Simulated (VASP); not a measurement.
# FePb2O4 (Fd-3m) in VASP: single point with PBE

Aim: the single point of FePb2O4 with PBE.

Everything below comes from runs of VASP 6.6.1. Logs are shortened: lines on timing, memory, paths and dates and some standing lists are left out, and cuts for length are marked.

**1. The cell of the first run**

The structure is cubic, space group Fd-3m (No. 227). Conventional cell: a = 9.596 Å, b = 9.596 Å, c = 9.596 Å, α = 90.00°, β = 90.00°, γ = 90.00°. Fe (site symmetry -43m) has 4 O at 1.84 Å within 2.4 Å. Within 3.4 Å of Pb (site symmetry -3m) lie 6 O at 2.54 Å and 6 Pb at 3.39 Å. O (site symmetry 3m) has 1 Fe at 1.84 Å within 2.4 Å.

**2. Single point, PBE, collinear spin, ferromagnetic start**

INCAR

```
ALGO = Normal
EDIFF = 1E-7
ENCUT = 520
GGA = PE
ISIF = 2
ISMEAR = 0
ISPIN = 2
KPAR = 4
LASPH = True
LCHARG = True
LMAXMIX = 4
LORBIT = 11
LREAL = False
LVHAR = True
LWAVE = False
MAGMOM = 3.24 3.24 0 0 0 0 0 0 0 0 0 0 0 0
NBANDS = 77
NELM = 150
PREC = Accurate
SIGMA = 0.1
```

KPOINTS

```
k-points
0
Gamma
  6 6 6
```

POSCAR

```
FePb2O4
1.0
    0.0000000000      4.7978078755      4.7978078755
    4.7978078755      0.0000000000      4.7978078755
    4.7978078755      4.7978078755      0.0000000000
Fe Pb O
2 4 8
Direct
    0.0000000000      0.0000000000      0.0000000000
    0.2500000000      0.2500000000      0.2500000000
    0.6250000000      0.6250000000      0.1250000000
    0.6250000000      0.6250000000      0.6250000000
    0.6250000000      0.1250000000      0.6250000000
    0.1250000000      0.6250000000      0.6250000000
    0.3326032980      0.8891322340      0.8891322340
    0.8891322340      0.8891322340      0.3326032980
    0.8891322340      0.3326032980      0.8891322340
    0.8891322340      0.8891322340      0.8891322340
    0.3608677660      0.3608677660      0.9173967020
    0.3608677660      0.9173967020      0.3608677660
    0.9173967020      0.3608677660      0.3608677660
    0.3608677660      0.3608677660      0.3608677660
```

Potentials or basis: VASP PAW PBE potentials, release 64 (Fe, Pb_d, O).

Started as:

```bash
> cat potpaw_PBE.64/Fe/POTCAR potpaw_PBE.64/Pb_d/POTCAR potpaw_PBE.64/O/POTCAR > POTCAR
> mpirun -np 4 vasp_std > vasp.out
```

OUTCAR:

```text
EDIFF = 1E-7
   ENCUT = 520
   GGA = PE
   ISIF = 2
   ISMEAR = 0
   ISPIN = 2
   LASPH = True
   LORBIT = 11
   LREAL = False
   NELM = 150
   PREC = Accurate

 ion  position               nearest neighbor table
   1  0.000  0.000  0.000-  10 1.84   9 1.84   7 1.84   8 1.84
   2  0.250  0.250  0.250-  14 1.84  13 1.84  12 1.84  11 1.84
   3  0.625  0.625  0.125-   7 2.54   9 2.54  12 2.54  13 2.54  10 2.54  14 2.54   4 3.39   4 3.39
                             5 3.39   6 3.39   5 3.39   6 3.39
   4  0.625  0.625  0.625-   7 2.54   8 2.54   9 2.54  11 2.54  12 2.54  13 2.54   3 3.39   5 3.39
                             6 3.39   3 3.39   5 3.39   6 3.39
   5  0.625  0.125  0.625-   7 2.54   8 2.54  11 2.54  13 2.54  10 2.54  14 2.54   4 3.39   3 3.39
                             3 3.39   4 3.39   6 3.39   6 3.39
   6  0.125  0.625  0.625-   8 2.54   9 2.54  11 2.54  12 2.54  10 2.54  14 2.54   4 3.39   3 3.39
                             5 3.39   3 3.39   4 3.39   5 3.39
   7  0.333  0.889  0.889-   1 1.84   3 2.54   5 2.54   4 2.54
   8  0.889  0.889  0.333-   1 1.84   5 2.54   6 2.54   4 2.54
   9  0.889  0.333  0.889-   1 1.84   3 2.54   6 2.54   4 2.54
  10  0.889  0.889  0.889-   1 1.84   3 2.54   5 2.54   6 2.54
  11  0.361  0.361  0.917-   2 1.84   5 2.54   6 2.54   4 2.54
  12  0.361  0.917  0.361-   2 1.84   3 2.54   6 2.54   4 2.54
  13  0.917  0.361  0.361-   2 1.84   3 2.54   5 2.54   4 2.54
  14  0.361  0.361  0.361-   2 1.84   3 2.54   5 2.54   6 2.54

  LATTYP: Found a face centered cubic cell.
 ALAT       =     9.5956157510

  Lattice vectors:

 A1 = (   0.0000000000,   4.7978078755,   4.7978078755)
 A2 = (   4.7978078755,   0.0000000000,   4.7978078755)
 A3 = (   4.7978078755,   4.7978078755,   0.0000000000)

Analysis of symmetry for initial positions (statically):
=====================================================================
 Subroutine PRICEL returns:
 Original cell was already a primitive cell.

 Routine SETGRP: Setting up the symmetry group for a
 face centered cubic supercell.

 Subroutine GETGRP returns: Found 48 space group operations
 (whereof 24 operations were pure point group operations)
 out of a pool of 48 trial point group operations.

The static configuration has the point symmetry T_d .
 The point group associated with its full space group is O_h .

Analysis of symmetry for dynamics (positions and initial velocities):
=====================================================================
 Subroutine PRICEL returns:
 Original cell was already a primitive cell.

 Routine SETGRP: Setting up the symmetry group for a
 face centered cubic supercell.

 Subroutine GETGRP returns: Found 48 space group operations
 (whereof 24 operations were pure point group operations)
 out of a pool of 48 trial point group operations.

The dynamic configuration has the point symmetry T_d .
 The point group associated with its full space group is O_h .

Analysis of structural, dynamic, and magnetic symmetry:
=====================================================================
 Subroutine PRICEL returns:
 Original cell was already a primitive cell.

 Routine SETGRP: Setting up the symmetry group for a
 face centered cubic supercell.

 Subroutine GETGRP returns: Found 48 space group operations
 (whereof 24 operations were pure point group operations)
 out of a pool of 48 trial point group operations.

The overall configuration has the point symmetry T_d .
 The point group associated with its full space group is O_h .

 Subroutine INISYM returns: Found 48 space group operations
 (whereof 24 operations are pure point group operations),
 and found     1 'primitive' translations

----------------------------------------------------------------------------------------

                                     Primitive cell

  volume of cell :     220.8811

  direct lattice vectors                    reciprocal lattice vectors
     0.000000000  4.797807876  4.797807876    -0.104214261  0.104214261  0.104214261
     4.797807876  0.000000000  4.797807876     0.104214261 -0.104214261  0.104214261
     4.797807876  4.797807876  0.000000000     0.104214261  0.104214261 -0.104214261

  length of vectors
     6.785124967  6.785124967  6.785124967     0.180504394  0.180504394  0.180504394

  position of ions in fractional coordinates (direct lattice)
     0.000000000  0.000000000  0.000000000
     0.250000000  0.250000000  0.250000000
     0.625000000  0.625000000  0.125000000
     0.625000000  0.625000000  0.625000000
     0.625000000  0.125000000  0.625000000
     0.125000000  0.625000000  0.625000000
     0.332603298  0.889132234  0.889132234
     0.889132234  0.889132234  0.332603298
     0.889132234  0.332603298  0.889132234
     0.889132234  0.889132234  0.889132234
     0.360867766  0.360867766  0.917396702
     0.360867766  0.917396702  0.360867766
     0.917396702  0.360867766  0.360867766
     0.360867766  0.360867766  0.360867766

  ion indices of the primitive-cell ions
   primitive index   ion index
                 1           1
[... 60 lines left out ...]
   total plane-waves  NPLWV = 125000
   dimension x,y,z NGX =    50 NGY =   50 NGZ =   50
   dimension x,y,z NGXF=   100 NGYF=  100 NGZF=  100
   ions per type =               2   4   8
   NGX,Y,Z   is equivalent  to a cutoff of  12.25, 12.25, 12.25 a.u.
   NGXF,Y,Z  is equivalent  to a cutoff of  24.50, 24.50, 24.50 a.u.
 SYSTEM =  unknown system
   PREC   = accura    normal or accurate (medium, high low for compatibility)
   ISTART =      0    job   : 0-new  1-cont  2-samecut
   ICHARG =      2    charge: 1-file 2-atom 10-const
   ISPIN  =      2    spin polarized calculation?
   LNONCOLLINEAR =      F non collinear calculations
   LSORBIT =      F    spin-orbit coupling
   LASPH  =      T    aspherical Exc in radial PAW
   ENCUT  =  520.0 eV  38.22 Ry    6.18 a.u.  12.62 12.62 12.62*2*pi/ulx,y,z
   NELM   =    150;   NELMIN=  2; NELMDL= -5     # of ELM steps
   EDIFF  = 0.1E-06   stopping-criterion for ELM
   LREAL  =      F    real-space projection
   EDIFFG = 0.1E-05   stopping-criterion for IOM
   NSW    =      0    number of steps for IOM
   IBRION =     -1    ionic relax: 0-MD 1-quasi-New 2-CG
   NFREE  =      0    steps in history (QN), initial steepest desc. (CG)
   ISIF   =      2    stress and relaxation
   ISYM   =      2    0-nonsym 1-usesym 2-fastsym
   POTIM  = 0.5000    time-step for ionic-motion
   TEBEG  =    0.0;   TEEND  =   0.0 temperature during run
   PSTRESS=    0.0 pullay stress
   NELECT =     120.0000    total number of electrons
   NUPDOWN=      -1.0000    fix difference up-down
   EMIN   =  10.00;   EMAX   =-10.00  energy-range for DOS
   EFERMI =   0.00;   METHOD = LEGACY
   ISMEAR =     0;   SIGMA  =   0.10  broadening in eV -4-tet -1-fermi 0-gaus
   EFERMI_NEDOS =   21; number of points for ismear=-14 and -15
   IALGO  =     38    algorithm
   IMIX   =      4    mixing-type and parameters
     AMIX     =   0.40;   BMIX     =  1.00
     AMIX_MAG =   1.60;   BMIX_MAG =  1.00
  volume/ion in A,a.u.               =      15.78       106.47
  Fermi-wavevector in a.u.,A,eV,Ry     =   1.335823  2.524340 24.278566  1.784424
  Thomas-Fermi vector in A             =   2.464498
   LORBIT       =     11    0 simple, 1 ext, 2 COOP (PROOUT), +10 PAW based schemes
   GGA     = PE    functional components
   LHFCALC =     F    Hartree Fock is set to
   AEXX    =    0.0000 exact exchange contribution
   IVDW    =     0    specifies the selected vdW correction
   LEPSILON=     F    determine dielectric tensor
   LRPA    =     F    only Hartree local field effects (RPA)
 spin polarized calculation
 Gauss-broadening in eV      SIGMA  =   0.10
  energy-cutoff  :      520.00
  volume of cell :      220.88
 maximum number of plane-waves:      5978
   NGX = 25   NGY = 25   NGZ = 25

 number of electron     120.0000040 magnetization       7.9816406

 Free energy of the ion-electron system (eV)
  ---------------------------------------------------
  ext. energy  EPLUGINS =         0.00000000
  ---------------------------------------------------
  free energy    TOTEN  =       -83.98079031 eV

  energy without entropy =      -83.94999618  energy(sigma->0) =      -83.96539325

 E-fermi :   4.5523     XC(G=0): -10.2717

 val. band max:        4.5313663350   @ k =  -0.3333   0.1667   0.0000
 cond. band min:       4.5679254446   @ k =  -0.3333   0.3333   0.1667
 fundamental gap:      0.0365591096
 Fermi energy:         4.5522548723

 spin component 1

 k-point     1 :       0.0000    0.0000    0.0000
  band No.  band energies     occupation
      1     -13.6642      1.00000
      2     -13.4469      1.00000
      3     -13.4469      1.00000
      4     -13.4469      1.00000
      5     -13.0695      1.00000
      6     -12.9576      1.00000
[... 1189 lines left out ...]
     71       9.2946      0.00000
     72       9.2946      0.00000
 Fermi energy:         4.5522548723

 spin component 2

 k-point     1 :       0.0000    0.0000    0.0000
  band No.  band energies     occupation
      1     -13.4913      1.00000
      2     -13.3164      1.00000
      3     -13.3164      1.00000
      4     -13.3164      1.00000
      5     -12.8872      1.00000
      6     -12.7725      1.00000
[... 1189 lines left out ...]
     71       9.4382      0.00000
     72       9.4382      0.00000
 [bands above 72 left out]

------------------------ aborting loop because EDIFF is reached ----------------------------------------

  FORCE on cell =-STRESS in cart. coord.  units (eV):
  Direction    XX          YY          ZZ          XY          YZ          ZX
  --------------------------------------------------------------------------------------
  -------------------------------------------------------------------------------------
  Total        0.2850509      0.2850509      0.2850509      0.0000000     -0.0000000      0.0000000
  in kB        2.0676377      2.0676377      2.0676377      0.0000000     -0.0000000      0.0000000
  external PRESSURE =       2.0676377 kB  Pullay stress =       0.0000000 kB

 VOLUME and BASIS-vectors are now :
 -----------------------------------------------------------------------------
  energy-cutoff  :      520.00
  volume of cell :      220.88
      direct lattice vectors                 reciprocal lattice vectors
     0.000000000  4.797807876  4.797807876    -0.104214261  0.104214261  0.104214261
     4.797807876  0.000000000  4.797807876     0.104214261 -0.104214261  0.104214261
     4.797807876  4.797807876  0.000000000     0.104214261  0.104214261 -0.104214261

 POSITION                                       TOTAL-FORCE (eV/Angst)
 -----------------------------------------------------------------------------------
      0.00000      0.00000      0.00000        -0.000000     -0.000000     -0.000000
      2.39890      2.39890      2.39890        -0.000000     -0.000000     -0.000000
      3.59836      3.59836      5.99726        -0.000000     -0.000000     -0.000000
      5.99726      5.99726      5.99726        -0.000000     -0.000000     -0.000000
      3.59836      5.99726      3.59836        -0.000000     -0.000000     -0.000000
      5.99726      3.59836      3.59836        -0.000000     -0.000000     -0.000000
      8.53177      5.86165      5.86165        -0.084126      0.084126      0.084126
      5.86165      5.86165      8.53177         0.084126      0.084126     -0.084126
      5.86165      8.53177      5.86165         0.084126     -0.084126      0.084126
      8.53177      8.53177      8.53177        -0.084126     -0.084126     -0.084126
      6.13287      6.13287      3.46275        -0.084126     -0.084126      0.084126
      6.13287      3.46275      6.13287        -0.084126      0.084126     -0.084126
      3.46275      6.13287      6.13287         0.084126     -0.084126     -0.084126
      3.46275      3.46275      3.46275         0.084126      0.084126      0.084126
 -----------------------------------------------------------------------------------
    total drift:                                0.000000      0.000000      0.000000

  FREE ENERGIE OF THE ION-ELECTRON SYSTEM (eV)
  ---------------------------------------------------
  free  energy   TOTEN  =       -83.9807903136 eV

  energy  without entropy=      -83.9499961826  energy(sigma->0) =      -83.96539325

 total charge

# of ion       s       p       d       tot
------------------------------------------
    1        0.442   0.623   6.030   7.094
    2        0.442   0.623   6.030   7.094
    3        1.457   0.481   9.876  11.814
    4        1.457   0.481   9.876  11.814
    5        1.457   0.481   9.876  11.814
    6        1.457   0.481   9.876  11.814
    7        1.581   3.342   0.000   4.924
    8        1.581   3.342   0.000   4.924
    9        1.581   3.342   0.000   4.924
   10        1.581   3.342   0.000   4.924
   11        1.581   3.342   0.000   4.924
   12        1.581   3.342   0.000   4.924
   13        1.581   3.342   0.000   4.924
   14        1.581   3.342   0.000   4.924
--------------------------------------------------
tot         19.362  29.910  51.563 100.834

 magnetization (x)

# of ion       s       p       d       tot
------------------------------------------
    1        0.015   0.049   3.180   3.244
    2        0.015   0.049   3.180   3.244
    3       -0.022   0.055   0.006   0.040
    4       -0.022   0.055   0.006   0.040
    5       -0.022   0.055   0.006   0.040
    6       -0.022   0.055   0.006   0.040
    7        0.007   0.076   0.000   0.083
    8        0.007   0.076   0.000   0.083
    9        0.007   0.076   0.000   0.083
   10        0.007   0.076   0.000   0.083
   11        0.007   0.076   0.000   0.083
   12        0.007   0.076   0.000   0.083
   13        0.007   0.076   0.000   0.083
   14        0.007   0.076   0.000   0.083
--------------------------------------------------
tot         -0.001   0.929   6.384   7.313
```

Run time: 10 min. Hardware: 4 MPI ranks of Oxide Virtual Turin-like, shared host; peak memory 0.7 GiB.

What came out:

| Quantity | Value |
| --- | --- |
| Free energy | -83.9808 eV |
| Pressure | 0.2 GPa |
| Largest force | 0.146 eV/Å |
| Band gap on the k mesh | zero (filled and empty bands overlap) |
| Net moment | 7.98 μB per cell |
| Site moments | Fe +3.24; Pb +0.04; O +0.08 μB |
| Valence electrons inside the program's atomic spheres | Fe 7.09; Pb 11.81; O 4.92 |

Forces in eV/Å, atoms in the order of the input:
```
Fe   0.000  0.000  0.000
Fe   0.000  0.000  0.000
Pb   0.000  0.000  0.000
Pb   0.000  0.000  0.000
Pb   0.000  0.000  0.000
Pb   0.000  0.000  0.000
O   -0.084  0.084  0.084
O    0.084  0.084 -0.084
O    0.084 -0.084  0.084
O   -0.084 -0.084 -0.084
O   -0.084 -0.084  0.084
O   -0.084  0.084 -0.084
O    0.084 -0.084 -0.084
O    0.084  0.084  0.084
```

Levels at points of the mesh, in eV from the Fermi level:
Spin up:
| k point | band 61 | band 62 | band 63 | band 64 | band 65 | band 66 | band 67 | band 68 | band 69 | band 70 |
| --- | --- | --- | --- | --- | --- | --- | --- | --- | --- | --- |
| (0.00, 0.00, 0.00) | -0.46 | -0.46 | -0.46 | -0.10 | -0.10 | -0.10 | -0.06 | 2.60 | 2.60 | 2.60 |
| (0.50, 0.00, 0.00) | -0.59 | -0.48 | -0.48 | -0.10 | -0.10 | 0.58 | 2.16 | 3.14 | 3.28 | 3.69 |
| (0.50, 0.50, 0.00) | -0.37 | -0.37 | 0.26 | 0.26 | 0.27 | 0.27 | 2.19 | 2.19 | 4.37 | 4.37 |
Spin down:
```
           k point  band 52  band 53  band 54  band 55  band 56  band 57  band 58  band 59  band 60  band 61
(0.00, 0.00, 0.00)    -1.57    -1.57    -1.44    -1.44    -1.44     0.29     0.53     0.53     1.27     1.27
(0.50, 0.00, 0.00)    -2.11    -1.82    -1.08    -0.96    -0.96     0.05     1.04     1.04     1.24     1.24
(0.50, 0.50, 0.00)    -2.04    -1.95    -1.95    -0.60    -0.60     0.70     0.70     1.12     1.12     1.77
```

Caveat: spin-orbit coupling is left out, which moves the levels of the heavy elements; semilocal functionals often make such compounds metallic where correlation or magnetic order opens a gap, which also shifts bond lengths; the run started ferromagnetic, and an antiferromagnetic order may lie lower in energy.

The gap in the log of VASP goes by the Fermi energy; the results here count the filled bands.